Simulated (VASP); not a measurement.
# ZnCd3Se3S (R3m) in VASP: single point with PBE

Aim: the single point of ZnCd3Se3S with PBE.

All numbers are computed with VASP 6.6.1; they aren't measurements. Logs are shortened: lines on timing, memory, paths and dates and some standing lists are left out, and cuts for length are marked.

### 1 The cell of the first run

Symmetry: R3m, No. 160, trigonal system. The conventional cell has a = 8.511 Å, b = 8.511 Å, c = 10.376 Å, α = 90.00°, β = 90.00°, γ = 120.00°. Zn (site symmetry 3m) has 1 S at 2.39 Å and 3 Se at 2.50 Å within 3.2 Å. Within 3.4 Å of Cd (site symmetry m) lie 1 S at 2.59 Å and 3 Se at 2.66 to 2.67 Å. Se (site symmetry m) has 1 Zn at 2.50 Å and 3 Cd at 2.66 to 2.67 Å within 3.3 Å. Within 3.2 Å of S (site symmetry 3m) lie 1 Zn at 2.39 Å and 3 Cd at 2.59 Å.

### 2 Single point, PBE

INCAR reads:

```
SYSTEM = ZnCd3Se3S
PREC = Accurate ; ENCUT = 520
EDIFF = 1E-6 ; ISMEAR = 0
SIGMA = 0.02 ; LREAL = .FALSE.
LASPH = .TRUE. ; NELM = 80
ALGO = Normal ; ISIF = 2
LWAVE = .FALSE. ; LCHARG = .TRUE.
GGA = PE ; LELF = .TRUE.
LVHAR = .TRUE. ; NBANDS = 46
```

KPOINTS reads:

```
regular mesh
0
G
  6 6 6
  0 0 0
```

POSCAR reads:

```
ZnCd3Se3S
1.0
    4.2556492696      2.4570002514      3.4586335721
   -4.2556492696      2.4570002514      3.4586335721
    0.0000000000     -4.9140005027      3.4586335721
Zn Cd Se S
1 3 3 1
Direct
    0.9919249944      0.9919249944      0.9919249944
    0.5064592031      0.9960357053      0.5064592031
    0.9960357053      0.5064592031      0.5064592031
    0.5064592031      0.5064592031      0.9960357053
    0.2374936694      0.7624224457      0.2374936694
    0.7624224457      0.2374936694      0.2374936694
    0.2374936694      0.2374936694      0.7624224457
    0.7617311096      0.7617311096      0.7617311096
```

Potentials or basis: VASP PAW PBE potentials, release 64 (Zn, Cd, Se, S).

Command:

```sh
cat potpaw_PBE.64/Zn/POTCAR potpaw_PBE.64/Cd/POTCAR potpaw_PBE.64/Se/POTCAR potpaw_PBE.64/S/POTCAR > POTCAR
mpirun -np 1 vasp_std > vasp.out
```

OUTCAR:

```text
SYSTEM = ZnCd3Se3S
   PREC = Accurate
   ENCUT = 520
   EDIFF = 1E-6
   ISMEAR = 0
   LREAL = .FALSE.
   LASPH = .TRUE.
   NELM = 80
   ISIF = 2
   GGA = PE

 ion  position               nearest neighbor table
   1  0.992  0.992  0.992-   8 2.39   6 2.50   5 2.50   7 2.50
   2  0.506  0.996  0.506-   8 2.59   7 2.66   6 2.66   5 2.67
   3  0.996  0.506  0.506-   8 2.59   7 2.66   5 2.66   6 2.67
   4  0.506  0.506  0.996-   8 2.59   6 2.66   5 2.66   7 2.67
   5  0.237  0.762  0.237-   1 2.50   4 2.66   3 2.66   2 2.67
   6  0.762  0.237  0.237-   1 2.50   4 2.66   2 2.66   3 2.67
   7  0.237  0.237  0.762-   1 2.50   2 2.66   3 2.66   4 2.67
   8  0.762  0.762  0.762-   1 2.39   2 2.59   3 2.59   4 2.59

  LATTYP: Found a trigonal (rhomboedric) cell.
 ALAT       =     6.0091219930
 COS(alpha) =    -0.0030893294

  Lattice vectors:

 A1 = (   4.2556492696,   2.4570002514,   3.4586335721)
 A2 = (  -4.2556492696,   2.4570002514,   3.4586335721)
 A3 = (   0.0000000000,  -4.9140005027,   3.4586335721)

Analysis of symmetry for initial positions (statically):
=====================================================================
 Subroutine PRICEL returns:
 Original cell was already a primitive cell.

 Routine SETGRP: Setting up the symmetry group for a
 trigonal (rhombohedral) supercell.

 Subroutine GETGRP returns: Found  6 space group operations
 (whereof  6 operations were pure point group operations)
 out of a pool of 12 trial point group operations.

The static configuration has the point symmetry C_3v.

Analysis of symmetry for dynamics (positions and initial velocities):
=====================================================================
 Subroutine PRICEL returns:
 Original cell was already a primitive cell.

 Routine SETGRP: Setting up the symmetry group for a
 trigonal (rhombohedral) supercell.

 Subroutine GETGRP returns: Found  6 space group operations
 (whereof  6 operations were pure point group operations)
 out of a pool of 12 trial point group operations.

The dynamic configuration has the point symmetry C_3v.

 Subroutine INISYM returns: Found  6 space group operations
 (whereof  6 operations are pure point group operations),
 and found     1 'primitive' translations

----------------------------------------------------------------------------------------

                                     Primitive cell

  volume of cell :     216.9836

  direct lattice vectors                    reciprocal lattice vectors
     4.255649270  2.457000251  3.458633572     0.117490885  0.067833394  0.096377175
    -4.255649270  2.457000251  3.458633572    -0.117490885  0.067833394  0.096377175
     0.000000000 -4.914000503  3.458633572     0.000000000 -0.135666788  0.096377175

  length of vectors
     6.009121993  6.009121993  6.009121993     0.166415256  0.166415256  0.166415256

  position of ions in fractional coordinates (direct lattice)
     0.991924994  0.991924994  0.991924994
     0.506459203  0.996035705  0.506459203
     0.996035705  0.506459203  0.506459203
     0.506459203  0.506459203  0.996035705
     0.237493669  0.762422446  0.237493669
     0.762422446  0.237493669  0.237493669
     0.237493669  0.237493669  0.762422446
     0.761731110  0.761731110  0.761731110

  ion indices of the primitive-cell ions
   primitive index   ion index
                 1           1
                 2           2
                 3           3
                 4           4
                 5           5
                 6           6
                 7           7
                 8           8

----------------------------------------------------------------------------------------

 KPOINTS: regular mesh

Automatic generation of k-mesh.
 Grid dimensions read from file:
 generate k-points for:    6    6    6

 Generating k-lattice:

  Cartesian coordinates                     Fractional coordinates (reciprocal lattice)
     0.019581814  0.011305566  0.016062863     0.166666667  0.000000000 -0.000000000
    -0.019581814  0.011305566  0.016062863     0.000000000  0.166666667 -0.000000000
     0.000000000 -0.022611131  0.016062863    -0.000000000 -0.000000000  0.166666667

  Length of vectors
     0.027735876  0.027735876  0.027735876

  Shift w.r.t. Gamma in fractional coordinates (k-lattice)
     0.000000000  0.000000000  0.000000000

 Subroutine IBZKPT returns following result:
 ===========================================

 Found     32 irreducible k-points:

 Following reciprocal coordinates:
            Coordinates               Weight
  0.000000  0.000000  0.000000      1.000000
  0.166667  0.000000 -0.000000      6.000000
  0.333333 -0.000000  0.000000      6.000000
  0.500000 -0.000000 -0.000000      3.000000
  0.166667  0.166667 -0.000000      6.000000
  0.333333  0.166667  0.000000     12.000000
[... 16 lines left out ...]
  0.500000  0.500000  0.166667      6.000000
 -0.333333  0.500000  0.166667     12.000000
 [... further k-points ...]
   k-points           NKPTS =     32   k-points in BZ     NKDIM =     32   number of bands    NBANDS=     46
   number of dos      NEDOS =    301   number of ions     NIONS =      8
   total plane-waves  NPLWV = 110592
   dimension x,y,z NGX =    48 NGY =   48 NGZ =   48
   dimension x,y,z NGXF=    96 NGYF=   96 NGZF=   96
   ions per type =               1   3   3   1
   NGX,Y,Z   is equivalent  to a cutoff of  13.28, 13.28, 13.28 a.u.
   NGXF,Y,Z  is equivalent  to a cutoff of  26.56, 26.56, 26.56 a.u.
 SYSTEM =  ZnCd3Se3S
   PREC   = accura    normal or accurate (medium, high low for compatibility)
   ISTART =      0    job   : 0-new  1-cont  2-samecut
   ICHARG =      2    charge: 1-file 2-atom 10-const
   ISPIN  =      1    spin polarized calculation?
   LNONCOLLINEAR =      F non collinear calculations
   LSORBIT =      F    spin-orbit coupling
   LASPH  =      T    aspherical Exc in radial PAW
   ENCUT  =  520.0 eV  38.22 Ry    6.18 a.u.  11.17 11.17 11.17*2*pi/ulx,y,z
   NELM   =     80;   NELMIN=  2; NELMDL= -5     # of ELM steps
   EDIFF  = 0.1E-05   stopping-criterion for ELM
   LREAL  =      F    real-space projection
   EDIFFG = 0.1E-04   stopping-criterion for IOM
   NSW    =      0    number of steps for IOM
   IBRION =     -1    ionic relax: 0-MD 1-quasi-New 2-CG
   NFREE  =      0    steps in history (QN), initial steepest desc. (CG)
   ISIF   =      2    stress and relaxation
   ISYM   =      2    0-nonsym 1-usesym 2-fastsym
   POTIM  = 0.5000    time-step for ionic-motion
   TEBEG  =    0.0;   TEEND  =   0.0 temperature during run
   PSTRESS=    0.0 pullay stress
   NELECT =      72.0000    total number of electrons
   NUPDOWN=      -1.0000    fix difference up-down
   EMIN   =  10.00;   EMAX   =-10.00  energy-range for DOS
   EFERMI =   0.00;   METHOD = LEGACY
   ISMEAR =     0;   SIGMA  =   0.02  broadening in eV -4-tet -1-fermi 0-gaus
   EFERMI_NEDOS =   21; number of points for ismear=-14 and -15
   IALGO  =     38    algorithm
   IMIX   =      4    mixing-type and parameters
     AMIX     =   0.40;   BMIX     =  1.00
     AMIX_MAG =   1.60;   BMIX_MAG =  1.00
  volume/ion in A,a.u.               =      27.12       183.03
  Fermi-wavevector in a.u.,A,eV,Ry     =   1.133383  2.141783 17.477461  1.284557
  Thomas-Fermi vector in A             =   2.270086
   LORBIT       =      0    0 simple, 1 ext, 2 COOP (PROOUT), +10 PAW based schemes
   GGA     = PE    functional components
   LHFCALC =     F    Hartree Fock is set to
   AEXX    =    0.0000 exact exchange contribution
   IVDW    =     0    specifies the selected vdW correction
   LEPSILON=     F    determine dielectric tensor
   LRPA    =     F    only Hartree local field effects (RPA)
 non-spin polarized calculation
 Gauss-broadening in eV      SIGMA  =   0.02
  energy-cutoff  :      520.00
  volume of cell :      216.98
 maximum number of plane-waves:      5874
 NGX is ok and might be reduce to    48
   NGX = 23   NGY = 23   NGZ = 23

 number of electron      71.9999997 magnetization

 Free energy of the ion-electron system (eV)
  ---------------------------------------------------
  ext. energy  EPLUGINS =         0.00000000
  ---------------------------------------------------
  free energy    TOTEN  =       -23.11234164 eV

  energy without entropy =      -23.11234164  energy(sigma->0) =      -23.11234164

 E-fermi :   0.9834     XC(G=0):  -8.8532

 val. band max:        0.8521573535   @ k =   0.0000   0.0000   0.0000
 cond. band min:       1.5528462724   @ k =   0.0000   0.0000   0.0000
 fundamental gap:      0.7006889189
 Fermi energy:         0.9833655189

 k-point     1 :       0.0000    0.0000    0.0000
  band No.  band energies     occupation
      1     -11.6151      2.00000
      2     -11.0233      2.00000
      3     -11.0233      2.00000
      4     -11.0125      2.00000
      5      -6.8814      2.00000
      6      -6.8814      2.00000
[... 38 lines left out ...]
     45       6.9012      0.00000
     46       6.9473      0.00000

 k-point     2 :       0.1667    0.0000   -0.0000
  band No.  band energies     occupation
      1     -11.5790      2.00000
      2     -11.0591      2.00000
      3     -11.0236      2.00000
      4     -11.0155      2.00000
      5      -6.8775      2.00000
      6      -6.8736      2.00000
[... 38 lines left out ...]
     45       7.1296      0.00000
     46       7.1577      0.00000

 k-point     3 :       0.3333   -0.0000    0.0000
  band No.  band energies     occupation
      1     -11.4823      2.00000
      2     -11.1605      2.00000
      3     -11.0240      2.00000
      4     -11.0162      2.00000
      5      -6.8586      2.00000
      6      -6.8511      2.00000
[... 38 lines left out ...]
     45       7.7323      0.00000
     46       7.7504      0.00000

 k-point     4 :       0.5000   -0.0000   -0.0000
  band No.  band energies     occupation
      1     -11.3928      2.00000
      2     -11.2526      2.00000
      3     -11.0242      2.00000
      4     -11.0164      2.00000
      5      -6.8282      2.00000
      6      -6.8223      2.00000
[... 920 lines left out ...]
     45       7.3966      0.00000
     46       7.6398      0.00000

 k-point    23 :       0.5000    0.5000    0.1667
  band No.  band energies     occupation
      1     -11.2661      2.00000
      2     -11.1500      2.00000
      3     -11.1393      2.00000
      4     -11.1189      2.00000
      5      -6.8345      2.00000
      6      -6.8258      2.00000
[... 38 lines left out ...]
     45       7.4650      0.00000
     46       7.6322      0.00000

 k-point    24 :      -0.3333    0.5000    0.1667
  band No.  band energies     occupation
      1     -11.3030      2.00000
      2     -11.1867      2.00000
      3     -11.1085      2.00000
      4     -11.0786      2.00000
      5      -6.8438      2.00000
      6      -6.8254      2.00000
[... 38 lines left out ...]
     45       7.3472      0.00000
     46       7.4874      0.00000

 [... further k-points ...]
[... 5 lines left out ...]
  --------------------------------------------------------------------------------------
  -------------------------------------------------------------------------------------
  Total        0.3329002      0.3329002      0.3385500      0.0000000      0.0000000      0.0000000
  in kB        2.4580902      2.4580902      2.4998075      0.0000000      0.0000000      0.0000000
  external PRESSURE =       2.4719960 kB  Pullay stress =       0.0000000 kB

 VOLUME and BASIS-vectors are now :
 -----------------------------------------------------------------------------
  energy-cutoff  :      520.00
  volume of cell :      216.98
      direct lattice vectors                 reciprocal lattice vectors
     4.255649270  2.457000251  3.458633572     0.117490885  0.067833394  0.096377175
    -4.255649270  2.457000251  3.458633572    -0.117490885  0.067833394  0.096377175
     0.000000000 -4.914000503  3.458633572     0.000000000 -0.135666788  0.096377175

 POSITION                                       TOTAL-FORCE (eV/Angst)
 -----------------------------------------------------------------------------------
      0.00000      0.00000     10.29212         0.000000     -0.000000     -0.000728
     -2.08347      1.20289      6.94824        -0.001047      0.000604      0.001021
      2.08347      1.20289      6.94824         0.001047      0.000604      0.001021
      0.00000     -2.40578      6.94824         0.000000     -0.001209      0.001021
     -2.23391      1.28975      4.27975        -0.012558      0.007250     -0.005303
      2.23391      1.28975      4.27975         0.012558      0.007250     -0.005303
      0.00000     -2.57950      4.27975         0.000000     -0.014501     -0.005303
      0.00000      0.00000      7.90365         0.000000      0.000000      0.013574
 -----------------------------------------------------------------------------------
    total drift:                                0.000000     -0.000015     -0.002053

  FREE ENERGIE OF THE ION-ELECTRON SYSTEM (eV)
  ---------------------------------------------------
  free  energy   TOTEN  =       -23.1123416392 eV

  energy  without entropy=      -23.1123416392  energy(sigma->0) =      -23.11234164
```

Wall time 4.2 min (1 thread of Intel Xeon Platinum 8488C (Sapphire Rapids), shared host); peak memory 0.52 GiB.

What came out:

```
Free energy            : -23.1123 eV
Pressure               : 0.2 GPa
Largest force          : 0.015 eV/Å
Band gap on the k mesh : 0.70 eV
```

Forces on the atoms (eV/Å):
```
Zn   0.000  0.000 -0.001
Cd  -0.001  0.001  0.001
Cd   0.001  0.001  0.001
Cd   0.000 -0.001  0.001
Se  -0.013  0.007 -0.005
Se   0.013  0.007 -0.005
Se   0.000 -0.015 -0.005
S    0.000  0.000  0.014
```

Caveat: semilocal functionals underestimate gaps, and a narrow one can read as zero.
